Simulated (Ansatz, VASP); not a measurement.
**Al2BSe: VASP beside Ansatz**

```
CELL_PARAMETERS angstrom
3.54383 0.00000 0.00000
-1.77192 3.06905 0.00000
0.00000 0.00000 5.64656
ATOMIC_POSITIONS crystal
Al 0.33333 0.66667 0.83221
Al 0.66667 0.33333 0.16779
B 0.00000 0.00000 0.00000
Se 0.00000 0.00000 0.50000
```

Alike in both runs: functional PBE; k mesh 15 × 15 × 8; occupations gaussian, width 0.1 eV; no spin polarisation.

Ansatz relaxed the structure, and its values are those at the end. VASP's run is a single point on that final structure, the one shown.

```csv
,VASP,Ansatz
version,VASP 6.6.1,Ansatz 0.2.0
potentials or method,"VASP PAW PBE potentials, release 64 (Al, B, Se), cutoff 520 eV","scalar-relativistic, plane waves, PAW"
valence electrons in the cell,15,25
```

```csv
,VASP,Ansatz,Ansatz less VASP
gap on the k mesh at the Fermi level (eV),none,none,-
pressure (GPa),0.0,0.0,-0.01
rms of the force components (eV/Å),0.003,0.001,-0.0028
```

A gap of «none» marks a metal or a gap that the smearing closes. VASP's potentials hold 15 valence electrons a cell and Ansatz's 25, so a difference there can come from the potentials and not from the codes.
